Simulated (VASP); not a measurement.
Runs of VASP 6.6.1 on Ta. The structure is that of space group Pm-3m (No. 221), or close to it. The cells are those of the table. 

| task | cell | cutoff (eV) | gap on the mesh (eV) | pressure (GPa) |
| --- | --- | --- | --- | --- |
| relaxation of cell and atoms | relaxed to 20 GPa from a = 2.710 Å, 1 atom | 600 | none | 20.0 |
| single point | a = 2.643 Å, 1 atom | 520 | none | 20.3 |
| single point | a = 2.574 Å, 1 atom | 520 | none | 40.5 |
| single point | a = 2.743 Å, 1 atom | 520 | none | (a) |
| relaxation of cell and atoms | relaxed to 40 GPa from a = 2.710 Å, 1 atom | 600 | none | 40.0 |

Alike in all rows: level PBE; potentials or basis VASP PAW PBE potentials, release 64 (Ta_pv); no spin polarisation; k mesh 17 × 17 × 17; smearing fermi-dirac 0.05 eV.

**Question.** Fill in the values left out.

**Answer.** (a) 0.1.

Caveats: spin-orbit coupling is left out, which moves the levels of the heavy elements; the cell is relaxed towards a set pressure, so the enthalpy falls and the energy may rise (some runs).

A k mesh can miss the band edges, and the runs leave out spin-orbit coupling on Ta.

A gap of «none» marks levels without a gap at the run's occupations.
